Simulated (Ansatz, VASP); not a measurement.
## GaP: VASP beside Ansatz

Contents of INCAR:

```
SYSTEM = GaP
PREC = Accurate ; ENCUT = 520
EDIFF = 1E-7 ; ISMEAR = 0
SIGMA = 0.1 ; LREAL = .False.
LASPH = .True. ; NELM = 60
ALGO = Normal ; ISIF = 2
LWAVE = .False. ; LCHARG = .False.
GGA = CA ; NBANDS = 26
```

Contents of KPOINTS:

```
regular mesh
0
Gamma
  6 6 6
  0 0 0
```

File POSCAR:

```
GaP
1.0
    1.9430151755      1.1218003346      6.4308101003
   -1.9430151755      1.1218003346      6.4308101003
    0.0000000000     -2.2436006692      6.4308101003
Ga P
2 2
Direct
    0.4353720000      0.4353720000      0.4353720000
    0.5646280000      0.5646280000      0.5646280000
    0.0573890000      0.0573890000      0.0573890000
    0.9426110000      0.9426110000      0.9426110000
```

Input for Ansatz:

```yaml
crystal:
  lattice:
    - [1.9430151755, 1.1218003346, 6.4308101003]
    - [-1.9430151755, 1.1218003346, 6.4308101003]
    - [0.0, -2.2436006692, 6.4308101003]
  atoms:
    - { symbol: Ga, position: [0.435372, 0.435372, 0.435372] }
    - { symbol: Ga, position: [0.564628, 0.564628, 0.564628] }
    - { symbol: P, position: [0.057389, 0.057389, 0.057389] }
    - { symbol: P, position: [0.942611, 0.942611, 0.942611] }
basis:
  ecutwfc: 420
kpoints:
  mp_grid: { grid: [6, 6, 6] }
hamiltonian:
  xc: lda
scf:
  occupations: { method: gaussian, width: 0.1 }
output:
  forces: true
  stress: true
  eigenvalues: true
```

Alike in both runs: task single point; functional LDA; k mesh 6 × 6 × 6; occupations gaussian, width 0.1 eV; no spin polarisation.

|  | VASP | Ansatz |
| --- | --- | --- |
| version | VASP 6.6.1 | Ansatz 0.2.0 |
| potentials or method | VASP PAW LDA potentials, release 64 (Ga_d, P), cutoff 520 eV | scalar-relativistic, plane waves, PAW |
| valence electrons in the cell | 36 | 36 |

VASP gave:

| Quantity | Value |
| --- | --- |
| gap on the k mesh at the Fermi level (eV) | 0.72 |
| least direct gap on the mesh (eV) | 0.97 |
| pressure (GPa) | -4.7 |
| traceless stress, the component that is largest in VASP (GPa) | 0.04 |
| rms of the force components (eV/Å) | 0.042 |

What did Ansatz give for the same quantities?

gap on the k mesh at the Fermi level (eV): 0.71; least direct gap on the mesh (eV): 0.96; pressure (GPa): -4.8; traceless stress, the component that is largest in VASP (GPa): 0.09; rms of the force components (eV/Å): 0.056.

LDA's correlation is that of Perdew and Zunger in VASP and of Perdew and Wang (1992) in Ansatz. Atom by atom the forces differ by 0.015 eV/Å (rms over components).
